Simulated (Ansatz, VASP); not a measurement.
**Zn4Se3S in VASP and in Ansatz**

```
S Zn Se
1.0
     5.54343    0.00000    0.00000
     0.00000    5.54343    0.00000
     0.00000    0.00000    5.54343
S Zn Se
1 4 3
Direct
  0.00000 0.00000 0.00000
  0.75662 0.75662 0.75662
  0.24338 0.24338 0.75662
  0.24338 0.75662 0.24338
  0.75662 0.24338 0.24338
  0.50000 0.50000 0.00000
  0.50000 0.00000 0.50000
  0.00000 0.50000 0.50000
```

Alike in both runs: task single point; functional PBE; k mesh 4 × 4 × 4; no spin polarisation.

```csv
,VASP,Ansatz
version,VASP 6.6.1,Ansatz 0.2.0
potentials or method,"VASP PAW PBE potentials, release 64 (S, Zn, Se)","plane waves, PAW"
plane-wave cutoff (eV),520,420
occupations,"gaussian, width 0.01 eV",fixed
valence electrons in the cell,72,102
```

VASP gave:

- gap on the k mesh at the Fermi level (eV): 1.57
- pressure (GPa): 4.5
- rms of the force components (eV/Å): 0.013

Problem. Estimate Ansatz's values.

Solution. gap on the k mesh at the Fermi level (eV): 1.56; pressure (GPa): 4.3; rms of the force components (eV/Å): 0.010.

VASP's potentials hold 72 valence electrons a cell and Ansatz's 102, so a difference there can come from the potentials and not from the codes.
